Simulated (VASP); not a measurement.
# GaN (P6_3mc) in VASP: further runs

The runs below take GaN through single point, relaxation of cell and atoms, with PBEsol.

All numbers are computed with VASP 6.6.1; they aren't measurements. Logs are shortened: lines on timing, memory, paths and dates and some standing lists are left out, and cuts for length are marked.

## 1. The cell of the first run

Symmetry: P6_3mc, No. 186, hexagonal system. Conventional cell: a = 3.183 Å, b = 3.183 Å, c = 5.186 Å, α = 90.00°, β = 90.00°, γ = 120.00°. Within 2.6 Å of Ga (site symmetry 3m) lie 4 N at 1.95 Å. N (site symmetry 3m) has 4 Ga at 1.95 Å within 2.6 Å.

## 2. Single point, PBEsol

Contents of INCAR:

```
SYSTEM = GaN
  PREC = Accurate
  ENCUT = 520
  EDIFF = 1E-6
  ISMEAR = 0
  SIGMA = 0.02
  LREAL = .False.
  LASPH = .True.
  NELM = 80
  ALGO = Normal
  ISIF = 2
  LWAVE = .False.
  LCHARG = .False.
  GGA = PS
  NBANDS = 26
```

Contents of KPOINTS:

```
regular mesh
0
Gamma
  12 12 6
  0 0 0
```

Contents of POSCAR:

```
GaN
1.0
    3.1826870465      0.0000002883      0.0000000000
   -1.5913437729      2.7562876904      0.0000000000
    0.0000000000      0.0000000000      5.1857996774
Ga N
2 2
Direct
    0.0000000000      0.0000000000     -0.0008058264
    0.3333333333      0.6666666667      0.4991941736
    0.0000000000      0.0000000000      0.3758058264
    0.3333333333      0.6666666667      0.8758058264
```

Potentials or basis: VASP PAW PBE potentials, release 64 (Ga_d, N).

Run with:

```sh
cat potpaw_PBE.64/Ga_d/POTCAR potpaw_PBE.64/N/POTCAR > POTCAR
mpirun -np 1 vasp_std > vasp.out
```

OUTCAR:

```text
SYSTEM = GaN
   PREC = Accurate
   ENCUT = 520
   EDIFF = 1E-6
   ISMEAR = 0
   LREAL = .False.
   LASPH = .True.
   NELM = 80
   ISIF = 2
   GGA = PS

 ion  position               nearest neighbor table
   1  0.000  0.000  0.999-   4 1.95   4 1.95   4 1.95   3 1.95
   2  0.333  0.667  0.499-   3 1.95   3 1.95   3 1.95   4 1.95
   3  0.000  0.000  0.376-   2 1.95   2 1.95   2 1.95   1 1.95
   4  0.333  0.667  0.876-   1 1.95   1 1.95   1 1.95   2 1.95

  LATTYP: Found a hexagonal cell.
 ALAT       =     3.1826870465
 C/A-ratio  =     1.6293778187

  Lattice vectors:

 A1 = (   3.1826870465,   0.0000002883,   0.0000000000)
 A2 = (  -1.5913437729,   2.7562876904,   0.0000000000)
 A3 = (   0.0000000000,   0.0000000000,   5.1857996774)

Analysis of symmetry for initial positions (statically):
=====================================================================
 Subroutine PRICEL returns:
 Original cell was already a primitive cell.

 Routine SETGRP: Setting up the symmetry group for a
 hexagonal supercell.

 Subroutine GETGRP returns: Found 12 space group operations
 (whereof  6 operations were pure point group operations)
 out of a pool of 24 trial point group operations.

The static configuration has the point symmetry C_3v.
 The point group associated with its full space group is C_6v.

Analysis of symmetry for dynamics (positions and initial velocities):
=====================================================================
 Subroutine PRICEL returns:
 Original cell was already a primitive cell.

 Routine SETGRP: Setting up the symmetry group for a
 hexagonal supercell.

 Subroutine GETGRP returns: Found 12 space group operations
 (whereof  6 operations were pure point group operations)
 out of a pool of 24 trial point group operations.

The dynamic configuration has the point symmetry C_3v.
 The point group associated with its full space group is C_6v.

 Subroutine INISYM returns: Found 12 space group operations
 (whereof  6 operations are pure point group operations),
 and found     1 'primitive' translations

----------------------------------------------------------------------------------------

                                     Primitive cell

  volume of cell :      45.4919

  direct lattice vectors                    reciprocal lattice vectors
     3.182687046  0.000000288  0.000000000     0.314199899  0.181403434  0.000000000
    -1.591343773  2.756287690  0.000000000    -0.000000033  0.362806811  0.000000000
     0.000000000  0.000000000  5.185799677     0.000000000  0.000000000  0.192834290

  length of vectors
     3.182687047  3.182687046  5.185799677     0.362806811  0.362806811  0.192834290

  position of ions in fractional coordinates (direct lattice)
     0.000000000  0.000000000  0.999194174
     0.333333333  0.666666667  0.499194174
     0.000000000  0.000000000  0.375805826
     0.333333333  0.666666667  0.875805826

  ion indices of the primitive-cell ions
   primitive index   ion index
                 1           1
                 2           2
                 3           3
                 4           4

----------------------------------------------------------------------------------------

 KPOINTS: regular mesh

Automatic generation of k-mesh.
 Grid dimensions read from file:
 generate k-points for:   12   12    6

 Generating k-lattice:

  Cartesian coordinates                     Fractional coordinates (reciprocal lattice)
     0.026183325  0.015116953  0.000000000     0.083333333  0.000000000  0.000000000
    -0.000000003  0.030233901  0.000000000     0.000000000  0.083333333  0.000000000
     0.000000000  0.000000000  0.032139048     0.000000000  0.000000000  0.166666667

  Length of vectors
     0.030233901  0.030233901  0.032139048

  Shift w.r.t. Gamma in fractional coordinates (k-lattice)
     0.000000000  0.000000000  0.000000000

 Subroutine IBZKPT returns following result:
 ===========================================

 Found     76 irreducible k-points:

 Following reciprocal coordinates:
            Coordinates               Weight
  0.000000  0.000000  0.000000      1.000000
  0.083333 -0.000000  0.000000      6.000000
  0.166667 -0.000000  0.000000      6.000000
  0.250000 -0.000000  0.000000      6.000000
  0.333333  0.000000  0.000000      6.000000
  0.416667 -0.000000  0.000000      6.000000
[... 16 lines left out ...]
  0.250000 -0.000000  0.166667     12.000000
  0.333333  0.000000  0.166667     12.000000
 [... further k-points ...]
   k-points           NKPTS =     76   k-points in BZ     NKDIM =     76   number of bands    NBANDS=     26
   number of dos      NEDOS =    301   number of ions     NIONS =      4
   total plane-waves  NPLWV =  23040
   dimension x,y,z NGX =    24 NGY =   24 NGZ =   40
   dimension x,y,z NGXF=    48 NGYF=   48 NGZF=   80
   ions per type =               2   2
   NGX,Y,Z   is equivalent  to a cutoff of  12.54, 12.54, 12.82 a.u.
[... 30 lines left out ...]
   GGA     = PS    functional components
   LHFCALC =     F    Hartree Fock is set to
   AEXX    =    0.0000 exact exchange contribution
   IVDW    =     0    specifies the selected vdW correction
   LEPSILON=     F    determine dielectric tensor
   LRPA    =     F    only Hartree local field effects (RPA)
 non-spin polarized calculation
 Gauss-broadening in eV      SIGMA  =   0.02
  energy-cutoff  :      520.00
  volume of cell :       45.49
 maximum number of plane-waves:      1248
 NGX is ok and might be reduce to    24

 number of electron      35.9999992 magnetization

 Free energy of the ion-electron system (eV)
  ---------------------------------------------------
  ext. energy  EPLUGINS =         0.00000000
  ---------------------------------------------------
  free energy    TOTEN  =       -26.26860363 eV

  energy without entropy =      -26.26860363  energy(sigma->0) =      -26.26860363

 E-fermi :   5.3807     XC(G=0): -11.9278

 val. band max:        5.2352622519   @ k =   0.0000   0.0000   0.0000
 cond. band min:       7.1277202511   @ k =   0.0000   0.0000   0.0000
 fundamental gap:      1.8924579992
 Fermi energy:         5.3807036248

 k-point     1 :       0.0000    0.0000    0.0000
  band No.  band energies     occupation
      1     -10.7811      2.00000
      2      -9.8129      2.00000
      3      -8.1709      2.00000
      4      -8.1551      2.00000
      5      -8.1551      2.00000
      6      -8.0924      2.00000
[... 18 lines left out ...]
     25      16.8870      0.00000
     26      16.8870      0.00000

 k-point     2 :       0.0833   -0.0000    0.0000
  band No.  band energies     occupation
      1     -10.7103      2.00000
      2      -9.7940      2.00000
      3      -8.1647      2.00000
      4      -8.1447      2.00000
      5      -8.1334      2.00000
      6      -8.0847      2.00000
[... 18 lines left out ...]
     25      16.5284      0.00000
     26      17.0436      0.00000

 k-point     3 :       0.1667   -0.0000    0.0000
  band No.  band energies     occupation
      1     -10.5166      2.00000
      2      -9.7477      2.00000
      3      -8.1401      2.00000
      4      -8.1194      2.00000
      5      -8.0771      2.00000
      6      -8.0463      2.00000
[... 18 lines left out ...]
     25      16.5383      0.00000
     26      17.4054      0.00000

 k-point     4 :       0.2500   -0.0000    0.0000
  band No.  band energies     occupation
      1     -10.2583      2.00000
      2      -9.6965      2.00000
      3      -8.1144      2.00000
      4      -8.0943      2.00000
      5      -8.0300      2.00000
      6      -7.9874      2.00000
[... 18 lines left out ...]
     25      16.5618      0.00000
     26      17.8918      0.00000
[... 496 lines left out ...]
      1     -10.4439      2.00000
      2      -9.7711      2.00000
      3      -8.1364      2.00000
      4      -8.1160      2.00000
      5      -8.0787      2.00000
      6      -8.0469      2.00000
[... 18 lines left out ...]
     25      16.1381      0.00000
     26      17.1936      0.00000

 k-point    23 :       0.2500   -0.0000    0.1667
  band No.  band energies     occupation
      1     -10.1995      2.00000
      2      -9.7105      2.00000
      3      -8.1150      2.00000
      4      -8.0878      2.00000
      5      -8.0438      2.00000
      6      -7.9950      2.00000
[... 18 lines left out ...]
     25      16.2443      0.00000
     26      17.7177      0.00000

 k-point    24 :       0.3333    0.0000    0.1667
  band No.  band energies     occupation
      1      -9.9795      2.00000
      2      -9.6652      2.00000
      3      -8.1068      2.00000
      4      -8.0715      2.00000
      5      -8.0157      2.00000
      6      -7.9451      2.00000
[... 18 lines left out ...]
     25      16.4701      0.00000
     26      18.2482      0.00000

 [... further k-points ...]

------------------------ aborting loop because EDIFF is reached ----------------------------------------

  FORCE on cell =-STRESS in cart. coord.  units (eV):
  Direction    XX          YY          ZZ          XY          YZ          ZX
  --------------------------------------------------------------------------------------
  -------------------------------------------------------------------------------------
  Total       -0.0475347     -0.0475347     -0.0401498     -0.0000000      0.0000000      0.0000000
  in kB       -1.6741231     -1.6741231     -1.4140348     -0.0000000      0.0000000      0.0000000
  external PRESSURE =      -1.5874270 kB  Pullay stress =       0.0000000 kB

 VOLUME and BASIS-vectors are now :
 -----------------------------------------------------------------------------
  energy-cutoff  :      520.00
  volume of cell :       45.49
      direct lattice vectors                 reciprocal lattice vectors
     3.182687046  0.000000288  0.000000000     0.314199899  0.181403434  0.000000000
    -1.591343773  2.756287690  0.000000000    -0.000000033  0.362806811  0.000000000
     0.000000000  0.000000000  5.185799677     0.000000000  0.000000000  0.192834290

 POSITION                                       TOTAL-FORCE (eV/Angst)
 -----------------------------------------------------------------------------------
      0.00000      0.00000      5.18162        -0.000000      0.000000      0.000011
     -0.00000      1.83753      2.58872         0.000000     -0.000000      0.000011
      0.00000      0.00000      1.94885         0.000000      0.000000     -0.000011
     -0.00000      1.83753      4.54175        -0.000000     -0.000000     -0.000011
 -----------------------------------------------------------------------------------
    total drift:                               -0.000000     -0.000001     -0.000646

  FREE ENERGIE OF THE ION-ELECTRON SYSTEM (eV)
  ---------------------------------------------------
  free  energy   TOTEN  =       -26.2686036326 eV

  energy  without entropy=      -26.2686036326  energy(sigma->0) =      -26.26860363
```

Run time: 36 s. Hardware: 1 thread of Intel Xeon 6975P-C (Granite Rapids), shared host; peak memory 0.2 GiB.

What came out:

- Free energy: -26.2686 eV
- Pressure: -0.2 GPa
- Band gap on the k mesh: 1.89 eV

Caveat: the PAW data sets were made with another functional, which shifts forces and pressure a little.

## 3. Relaxation of cell and atoms, PBEsol

This run uses another cell than the first one, of 11.44 Å³/atom.

Contents of INCAR:

```
SYSTEM = GaN
PREC = Accurate
ENCUT = 600
EDIFF = 1E-6
ISMEAR = 0
SIGMA = 0.02
LREAL = .False.
LASPH = .True.
NELM = 60
ALGO = Normal
ISIF = 3
LWAVE = .False.
LCHARG = .False.
GGA = PS
IBRION = 2
NSW = 100
EDIFFG = -0.005
```

KPOINTS is that of step 2.

Contents of POSCAR:

```
GaN
1.0
    3.1869310000      0.0000000000      0.0000000000
   -1.5934660000      2.7599630000      0.0000000000
    0.0000000000      0.0000000000      5.2042370000
Ga N
2 2
Direct
    0.0000000000      0.0000000000      0.0000000000
    0.3333333300      0.6666666700      0.5000000000
    0.0000000000      0.0000000000      0.3750000000
    0.3333333300      0.6666666700      0.8750000000
```

Potentials or basis: VASP PAW PBE potentials, release 64 (Ga_d, N).

Run with:

```sh
cat potpaw_PBE.64/Ga_d/POTCAR potpaw_PBE.64/N/POTCAR > POTCAR
mpirun -np 1 vasp_std > vasp.out
```

Run time: 4.4 min. Hardware: 1 thread of Intel Xeon 6975P-C (Granite Rapids), shared host; peak memory 0.24 GiB.

It converged, with:

* Free energy: -26.2728 eV
* Relaxed volume: 11.35 Å³/atom
* Relaxed cell: a = 3.180 Å, b = 3.180 Å, c = 5.183 Å, α = 90.00°, β = 90.00°, γ = 120.00°
* Space group after relaxing (to 0.1 Å): P6_3mc (No. 186)
* Energy gained by relaxing: 0.6 meV/atom
* Ionic steps: 11
* Pressure after relaxing: 0.0 GPa
* Band gap on the k mesh: 1.91 eV

Step by step:
```
step  energy change (eV)  largest force (eV/Å)  pressure (GPa)  volume (Å³)
   1              0.0000                0.0762           -1.57        45.78
   2             -0.0007                0.0148            1.43        45.04
   3             -0.0023                0.0282           -0.03        45.38
   4             -0.0023                0.0248            0.38        45.35
   5             -0.0023                0.0275           -0.12        45.37
   6             -0.0023                0.0256            0.20        45.36
   7             -0.0025                0.0042            0.11        45.37
   8             -0.0025                0.0070            0.02        45.38
   9             -0.0025                0.0051            0.08        45.38
  10             -0.0025                0.0048           -0.18        45.42
  11             -0.0025                0.0002            0.03        45.40
```

Final structure:
```
Ga N
1.0
     3.18024    0.00000    0.00000
    -1.59012    2.75417    0.00000
     0.00000    0.00000    5.18332
Ga N
2 2
Direct
  0.00000 0.00000 0.99922
  0.33333 0.66667 0.49922
  0.00000 0.00000 0.37578
  0.33333 0.66667 0.87578
```

Levels at points of the mesh, in eV from the valence-band top:
```csv
k point,band 16,band 17,band 18,band 19,band 20,band 21
"(0.00, 0.00, 0.00)",-0.05,0.00,0.00,1.91,4.23,9.12
"(0.50, 0.00, 0.00)",-2.79,-2.26,-1.02,4.95,5.53,5.95
"(0.00, 0.00, 0.50)",-0.54,-0.54,-0.54,4.23,4.23,8.39
"(0.50, 0.00, 0.50)",-1.98,-1.93,-1.93,4.31,4.31,7.72
```

Caveat: the PAW data sets were made with another functional, which shifts forces and pressure a little.

## 4. Relaxation of cell and atoms, PBEsol

This run uses another cell than the first one: it holds 12 atoms, not 4.

Contents of INCAR:

```
SYSTEM = GaN
ALGO = Normal ; EDIFF = 1E-6
EDIFFG = -0.01 ; ENCUT = 600
GGA = PS ; IBRION = 2
ISIF = 3 ; ISMEAR = 0
LASPH = .TRUE. ; LCHARG = .FALSE.
LREAL = .FALSE. ; LWAVE = .FALSE.
NELM = 100 ; NSW = 65
PREC = Accurate ; SIGMA = 0.02
```

Contents of KPOINTS:

```
k-points
0
G
  12 12 2
  0 0 0
```

Contents of POSCAR:

```
GaN
1.0
    3.1826870481      0.0000000000      0.0000000000
   -1.5913435241      2.7562878360      0.0000000000
    0.0000000000      0.0000000000     15.5573989997
Ga N
6 6
Direct
    0.0000000000      0.0000000000      0.0000000000
    0.3333333333      0.6666666667      0.1666666667
    0.6666666667      0.3333333333      0.3333333333
    0.0000000000      0.0000000000      0.5000000000
    0.6666666667      0.3333333333      0.6666666667
    0.3333333333      0.6666666667      0.8333333333
    0.0000000000      0.0000000000      0.1250000000
    0.3333333333      0.6666666667      0.2916666667
    0.6666666667      0.3333333333      0.4583333333
    0.0000000000      0.0000000000      0.6250000000
    0.6666666667      0.3333333333      0.7916666667
    0.3333333333      0.6666666667      0.9583333333
```

Run with:

```sh
cat potpaw_PBE.64/Ga_d/POTCAR potpaw_PBE.64/N/POTCAR > POTCAR
mpirun -np 1 vasp_std > vasp.out
```

Run time: 23 min. Hardware: 1 thread of Oxide Virtual Turin-like, shared host; peak memory 0.47 GiB.

The run converged. Its results:

```
Free energy                           : -78.7727 eV
Relaxed volume                        : 11.35 Å³/atom
Relaxed cell                          : a = 3.179 Å, b = 3.179 Å, c = 15.566 Å, α = 90.00°, β = 90.00°, γ = 120.00°
Space group after relaxing (to 0.1 Å) : P6_3mc (No. 186)
Energy gained by relaxing             : 0.1 meV/atom
Ionic steps                           : 5
Pressure after relaxing               : -0.1 GPa
Largest force after relaxing          : 0.005 eV/Å
Band gap on the k mesh                : 1.78 eV
```

Forces on the atoms (eV/Å):
```
Ga   0.000  0.000  0.000
Ga   0.000  0.000 -0.005
Ga   0.000  0.000 -0.002
Ga   0.000  0.000  0.000
Ga   0.000  0.000 -0.005
Ga   0.000  0.000 -0.002
N    0.000  0.000  0.005
N    0.000  0.000 -0.001
N    0.000  0.000  0.003
N    0.000  0.000  0.005
N    0.000  0.000 -0.001
N    0.000  0.000  0.003
```

The path:
```csv
step,energy change (eV),largest force (eV/Å),pressure (GPa),volume (Å³)
1,0.0000,0.0810,-0.34,136.48
2,-0.0005,0.0596,0.36,135.99
3,-0.0012,0.0112,-0.02,136.20
4,-0.0012,0.0137,0.05,136.19
5,-0.0012,0.0054,-0.12,136.26
```

Final structure:
```cif
data_structure
_symmetry_space_group_name_H-M 'P 1'
_symmetry_Int_Tables_number 1
_cell_length_a 3.1793
_cell_length_b 3.1793
_cell_length_c 15.5656
_cell_angle_alpha 90.000
_cell_angle_beta 90.000
_cell_angle_gamma 120.000
_cell_volume 136.26
loop_
_atom_site_label
_atom_site_type_symbol
_atom_site_fract_x
_atom_site_fract_y
_atom_site_fract_z
_atom_site_occupancy
Ga1 Ga 0.00000 0.00000 0.00002 1
Ga2 Ga 0.33333 0.66667 0.16652 1
Ga3 Ga 0.66667 0.33333 0.33323 1
Ga4 Ga 0.00000 0.00000 0.50002 1
Ga5 Ga 0.66667 0.33333 0.66652 1
Ga6 Ga 0.33333 0.66667 0.83323 1
N1 N 0.00000 0.00000 0.12512 1
N2 N 0.33333 0.66667 0.29172 1
N3 N 0.66667 0.33333 0.45839 1
N4 N 0.00000 0.00000 0.62512 1
N5 N 0.66667 0.33333 0.79172 1
N6 N 0.33333 0.66667 0.95839 1
```

Levels at points of the mesh, in eV from the valence-band top:
```
           k point  band 52  band 53  band 54  band 55  band 56  band 57
(0.00, 0.00, 0.00)    -0.02     0.00     0.00     1.78     3.33     3.49
(0.50, 0.00, 0.00)    -1.49    -1.32    -1.00     3.66     4.00     4.56
(0.00, 0.00, 0.50)    -0.08    -0.08    -0.08     2.45     2.45     4.10
(0.50, 0.00, 0.50)    -1.45    -1.14    -1.14     3.70     3.70     5.03
```

Caveat: the PAW data sets were made with another functional, which shifts forces and pressure a little.

## 5. The runs side by side

```tsv
task	cell	k mesh	cutoff (eV)	gap on the mesh (eV)	pressure (GPa)	relaxed volume (Å³/atom)
single point	a = 3.183, b = 3.183, c = 5.186 Å, angles 90.0, 90.0, 120.0°, 4 atoms, atomic positions A	12 × 12 × 6	520	1.89	-0.2	-
relaxation of cell and atoms	relaxed from a = 3.187, b = 3.187, c = 5.204 Å, angles 90.0, 90.0, 120.0°, 4 atoms, atomic positions A	12 × 12 × 6	600	1.91	0.0	11.35
relaxation of cell and atoms	relaxed from a = 3.183, b = 3.183, c = 15.557 Å, angles 90.0, 90.0, 120.0°, 12 atoms, atomic positions B	12 × 12 × 2	600	1.78	-0.1	11.35
```

Alike in all rows: level PBEsol; potentials or basis VASP PAW PBE potentials, release 64 (Ga_d, N); no spin polarisation; smearing gaussian 0.02 eV.

Caveats: the PAW data sets were made with another functional, which shifts forces and pressure a little.

Total energies depend on the potentials used, so only differences within one code and one set of settings carry meaning.
